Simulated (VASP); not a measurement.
# InSb3 in VASP: a series of runs, part 2 of 2

VASP 6.6.1. The steps go on from the part before.

## (3) Single point, PBE+D3(BJ) (strain -0.080 along x and y, -0.080 along z)

File INCAR:

```
PREC = Accurate ; ENCUT = 520
EDIFF = 1E-7 ; ISMEAR = 0
SIGMA = 0.15 ; LREAL = F
LASPH = T ; NELM = 80
ALGO = Normal ; ISIF = 2
LWAVE = F ; LCHARG = F
GGA = PE ; IVDW = 12
NBANDS = 22
```

File KPOINTS:

```
regular mesh
0
Gamma
  10 10 10
```

File POSCAR:

```
InSb3
1.0
    4.3546479838      0.0000000000      0.0000000000
    0.0000000000      4.3546479838      0.0000000000
    0.0000000000      0.0000000000      4.3546479838
In Sb
1 3
Direct
    0.0000000000      0.0000000000      0.0000000000
    0.5000000000      0.0000000000      0.5000000000
    0.0000000000      0.5000000000      0.5000000000
    0.5000000000      0.5000000000      0.0000000000
```

Potentials or basis: VASP PAW PBE potentials, release 64 (In_d, Sb).

Command:

```bash
$ cat potpaw_PBE.64/In_d/POTCAR potpaw_PBE.64/Sb/POTCAR > POTCAR
$ mpirun -np 1 vasp_std > vasp.out
```

Run time: 23 s. Hardware: 1 thread of Intel Xeon 6975P-C (Granite Rapids), shared host; peak memory 0.25 GiB.

The run converged. Its results:

| Item | Value |
| --- | --- |
| Free energy | -14.6281 eV |
| Pressure | 26.1 GPa |
| Band gap on the k mesh | zero (bands 14 and 15 overlap by 6.63 eV) |
| Dispersion energy per atom | -0.617 eV |

Levels at points of the mesh, in eV from the Fermi level:
| k point | band 11 | band 12 | band 13 | band 14 | band 15 | band 16 | band 17 | band 18 |
| --- | --- | --- | --- | --- | --- | --- | --- | --- |
| (0.00, 0.00, 0.00) | -5.91 | -3.72 | 0.56 | 0.56 | 0.56 | 2.01 | 2.01 | 2.01 |
| (0.50, 0.00, 0.00) | -3.95 | -3.08 | -3.08 | -1.71 | -1.57 | 2.99 | 2.99 | 3.75 |
| (0.50, 0.50, 0.00) | -2.02 | -1.68 | -1.68 | -1.53 | -1.53 | 0.02 | 0.58 | 4.62 |
| (0.50, 0.50, 0.50) | -6.89 | -6.89 | -5.61 | 5.06 | 5.06 | 5.25 | 5.25 | 5.25 |

Caveat: the cell differs from its parent crystal (strain -0.080 along x and y, -0.080 along z); the cell stands under pressure; spin-orbit coupling is left out, which moves the levels of the heavy elements.

## (4) Single point, PBE+D3(BJ) (strain +0.080 along x and y, +0.080 along z)

File INCAR:

```
SYSTEM = InSb3
  ALGO = Normal
  EDIFF = 1E-6
  ENCUT = 520
  GGA = PE
  ISIF = 2
  ISMEAR = 0
  IVDW = 12
  LASPH = .TRUE.
  LCHARG = .FALSE.
  LREAL = .FALSE.
  LWAVE = .FALSE.
  NBANDS = 22
  NELM = 80
  PREC = Accurate
  SIGMA = 0.15
```

File KPOINTS:

```
k-points
0
G
  10 10 10
  0 0 0
```

File POSCAR:

```
InSb3
1.0
    5.1119780680      0.0000000000      0.0000000000
    0.0000000000      5.1119780680      0.0000000000
    0.0000000000      0.0000000000      5.1119780680
In Sb
1 3
Direct
    0.0000000000      0.0000000000      0.0000000000
    0.5000000000      0.0000000000      0.5000000000
    0.0000000000      0.5000000000      0.5000000000
    0.5000000000      0.5000000000      0.0000000000
```

Command:

```bash
$ cat potpaw_PBE.64/In_d/POTCAR potpaw_PBE.64/Sb/POTCAR > POTCAR
$ mpirun -np 1 vasp_std > vasp.out
```

Wall time 41 s (1 thread of Intel Xeon 6975P-C (Granite Rapids), shared host); peak memory 0.34 GiB.

It converged, with:

* Free energy: -15.2876 eV
* Pressure: -7.7 GPa
* Band gap on the k mesh: zero (bands 14 and 15 overlap by 3.56 eV)
* Dispersion energy per atom: -0.381 eV

Levels at points of the mesh, in eV from the Fermi level:
| k point | band 10 | band 11 | band 12 | band 13 | band 14 | band 15 | band 16 | band 17 | band 18 | band 19 |
| --- | --- | --- | --- | --- | --- | --- | --- | --- | --- | --- |
| (0.00, 0.00, 0.00) | -3.37 | -3.37 | -3.37 | 0.44 | 0.44 | 0.44 | 1.60 | 1.60 | 1.60 | 4.61 |
| (0.50, 0.00, 0.00) | -2.26 | -2.26 | -1.51 | -1.51 | -0.71 | -0.52 | 1.27 | 1.80 | 1.80 | 2.01 |
| (0.50, 0.50, 0.00) | -2.20 | -1.41 | -1.41 | -0.94 | -0.78 | -0.78 | -0.61 | 1.41 | 2.62 | 2.74 |
| (0.50, 0.50, 0.50) | -4.30 | -3.91 | -3.91 | -3.91 | 2.77 | 2.77 | 2.82 | 2.82 | 2.82 | 5.55 |

Caveat: the cell differs from its parent crystal (strain +0.080 along x and y, +0.080 along z); the cell stands under tension; spin-orbit coupling is left out, which moves the levels of the heavy elements.

## (5) Single point, PBE+D3(BJ) (strain -0.040 along x and y, -0.040 along z)

File INCAR:

```
ALGO = Normal ; EDIFF = 1E-7
ENCUT = 520 ; GGA = PE
ISIF = 2 ; ISMEAR = 0
IVDW = 12 ; LASPH = True
LCHARG = False ; LREAL = False
LWAVE = False ; NBANDS = 22
NELM = 60 ; PREC = Accurate
SIGMA = 0.15
```

File KPOINTS:

```
k-points
0
Gamma
  10 10 10
```

File POSCAR:

```
InSb3
1.0
    4.5439805049      0.0000000000      0.0000000000
    0.0000000000      4.5439805049      0.0000000000
    0.0000000000      0.0000000000      4.5439805049
In Sb
1 3
Direct
    0.0000000000      0.0000000000      0.0000000000
    0.5000000000      0.0000000000      0.5000000000
    0.0000000000      0.5000000000      0.5000000000
    0.5000000000      0.5000000000      0.0000000000
```

Command:

```bash
$ cat potpaw_PBE.64/In_d/POTCAR potpaw_PBE.64/Sb/POTCAR > POTCAR
$ mpirun -np 1 vasp_std > vasp.out
```

Run time: 31 s. Hardware: 1 thread of Intel Xeon 6975P-C (Granite Rapids), shared host; peak memory 0.27 GiB.

It converged, with:

| Item | Value |
| --- | --- |
| Free energy | -15.8118 eV |
| Pressure | 9.4 GPa |
| Band gap on the k mesh | zero (bands 14 and 15 overlap by 5.69 eV) |
| Dispersion energy per atom | -0.541 eV |

Levels at points of the mesh, in eV from the Fermi level:
| k point | band 10 | band 11 | band 12 | band 13 | band 14 | band 15 | band 16 | band 17 | band 18 | band 19 |
| --- | --- | --- | --- | --- | --- | --- | --- | --- | --- | --- |
| (0.00, 0.00, 0.00) | -5.14 | -5.14 | -3.60 | 0.54 | 0.54 | 0.54 | 1.92 | 1.92 | 1.92 | 5.05 |
| (0.50, 0.00, 0.00) | -3.46 | -3.46 | -2.60 | -2.60 | -1.41 | -1.20 | 2.63 | 2.63 | 2.95 | 3.22 |
| (0.50, 0.50, 0.00) | -2.55 | -1.70 | -1.66 | -1.66 | -1.33 | -1.33 | -0.17 | 0.82 | 4.02 | 4.37 |
| (0.50, 0.50, 0.50) | -5.98 | -5.98 | -5.98 | -5.19 | 4.36 | 4.36 | 4.50 | 4.50 | 4.50 | 7.35 |

Caveat: the cell differs from its parent crystal (strain -0.040 along x and y, -0.040 along z); the cell stands under pressure; spin-orbit coupling is left out, which moves the levels of the heavy elements.

## (6) Single point, PBE+D3(BJ) (strain -0.080 along x and y, -0.040 along z)

File INCAR:

```
PREC     = Accurate       # precision mode
ENCUT    = 520            # plane-wave cutoff, eV
EDIFF    = 1E-7           # SCF threshold, eV
ISMEAR   = 0              # smearing method
SIGMA    = 0.15           # smearing width, eV
LREAL    = False          # projectors in reciprocal space
LASPH    = True           # aspherical terms in the spheres
NELM     = 100            # most SCF steps
ALGO     = Normal         # electronic algorithm
ISIF     = 2              # what is computed and relaxed
LWAVE    = False          # write WAVECAR
LCHARG   = True           # write CHGCAR
GGA      = PE             # functional
IVDW     = 12             # dispersion correction
LELF     = True           # ELF
LVHAR    = True         
NBANDS   = 22             # bands
```

File KPOINTS:

```
Automatic mesh
0
Gamma
  10 10 10
```

Changes to POSCAR since step 5:

```diff
@@ -2,4 +2,4 @@
 1.0
-    4.5439805049      0.0000000000      0.0000000000
-    0.0000000000      4.5439805049      0.0000000000
+    4.3546479838      0.0000000000      0.0000000000
+    0.0000000000      4.3546479838      0.0000000000
     0.0000000000      0.0000000000      4.5439805049
```

Potentials or basis: VASP PAW PBE potentials, release 64 (In_d, Sb).

Command:

```bash
$ cat potpaw_PBE.64/In_d/POTCAR potpaw_PBE.64/Sb/POTCAR > POTCAR
$ mpirun -np 1 vasp_std > vasp.out
```

Wall time 55 s (1 thread of Intel Xeon 6975P-C (Granite Rapids), shared host); peak memory 0.35 GiB.

The run converged. Its results:

| Property | Result |
| --- | --- |
| Free energy | -15.1327 eV |
| Pressure | 19.6 GPa |
| Band gap on the k mesh | zero (bands 14 and 15 overlap by 5.97 eV) |
| Dispersion energy per atom | -0.590 eV |

Stress tensor (GPa, compression positive):
```
19.77  0.00  0.00
 0.00 19.77  0.00
 0.00  0.00 19.13
```

Levels at points of the mesh, in eV from the Fermi level:
```csv
k point,band 10,band 11,band 12,band 13,band 14,band 15,band 16,band 17,band 18,band 19
"(0.00, 0.00, 0.00)",-5.51,-5.51,-3.65,0.47,0.47,0.52,1.91,2.11,2.11,5.07
"(0.50, 0.00, 0.00)",-4.01,-3.56,-3.16,-2.73,-1.66,-1.49,2.60,2.85,3.71,3.86
"(0.50, 0.50, 0.00)",-3.01,-2.09,-2.09,-2.09,-1.65,-1.65,-0.53,0.41,4.91,5.32
"(0.00, 0.00, 0.50)",-3.82,-3.82,-2.88,-2.88,-1.40,-1.30,2.87,3.14,3.14,3.20
"(0.50, 0.00, 0.50)",-2.37,-1.83,-1.50,-1.50,-1.43,-1.34,0.18,0.77,4.07,4.53
"(0.50, 0.50, 0.50)",-6.65,-6.56,-6.56,-5.48,4.32,4.66,4.66,5.26,5.41,7.40
```

Caveat: the cell differs from its parent crystal (strain -0.080 along x and y, -0.040 along z); the cell stands under pressure; spin-orbit coupling is left out, which moves the levels of the heavy elements.

## (7) Overview

| cell | gap on the mesh (eV) | pressure (GPa) |
| --- | --- | --- |
| a = 4.923 Å, 4 atoms | none | -5.2 |
| a = 4.355 Å, 4 atoms | none | 26.1 |
| a = 5.112 Å, 4 atoms | none | -7.7 |
| a = 4.544 Å, 4 atoms | none | 9.4 |
| a = 4.355, b = 4.355, c = 4.544 Å, 4 atoms | none | 19.6 |

Alike in all rows: task single point; level PBE+D3(BJ); potentials or basis VASP PAW PBE potentials, release 64 (In_d, Sb); no spin polarisation; k mesh 10 × 10 × 10; cutoff (eV) 520; smearing gaussian 0.15 eV.

Caveats: spin-orbit coupling is left out, which moves the levels of the heavy elements; the cell stands under pressure (at least some runs); the cell stands under tension (at least some runs).

Total energies depend on the potentials used, so only differences within one code and one set of settings carry meaning.
